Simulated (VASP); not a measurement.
A run of VASP 6.6.1:

File INCAR:

```
  PREC = Accurate
  ENCUT = 520
  EDIFF = 1E-6
  ISMEAR = 0
  SIGMA = 0.1
  LREAL = F
  LASPH = T
  NELM = 80
  ALGO = Normal
  ISIF = 2
  LWAVE = F
  LCHARG = T
  GGA = CA
  LELF = T
  LVHAR = T
  NBANDS = 25
```

The input KPOINTS:

```
regular mesh
0
Gamma
  6 6 8
```

File POSCAR:

```
Ti
1.0
    4.6000000000      0.0000000000      0.0000000000
   -2.3000000000      3.9837170000      0.0000000000
    0.0000000000      0.0000000000      2.8200000000
Ti
3
Direct
    0.0000000000      0.0000000000      0.0000000000
    0.3333330000      0.6666670000      0.5000000000
    0.6666670000      0.3333330000      0.5000000000
```

Potentials or basis: VASP PAW LDA potentials, release 64 (Ti_sv).

Command:

```sh
$ cat potpaw_LDA.64/Ti_sv/POTCAR > POTCAR
$ mpirun -np 1 vasp_std > vasp.out
```

Hardware: 1 thread of Intel(R) Xeon(R) Platinum 8259CL CPU @ 2.50GHz (Skylake/Cascade Lake) (shared host).

Problem. Estimate the wall time of this run.

Solution. It took 30 s on 1 thread of Intel(R) Xeon(R) Platinum 8259CL CPU @ 2.50GHz (Skylake/Cascade Lake), on a shared host, peak memory 0.17 GiB. Counts: scf iterations 14, k points 35.
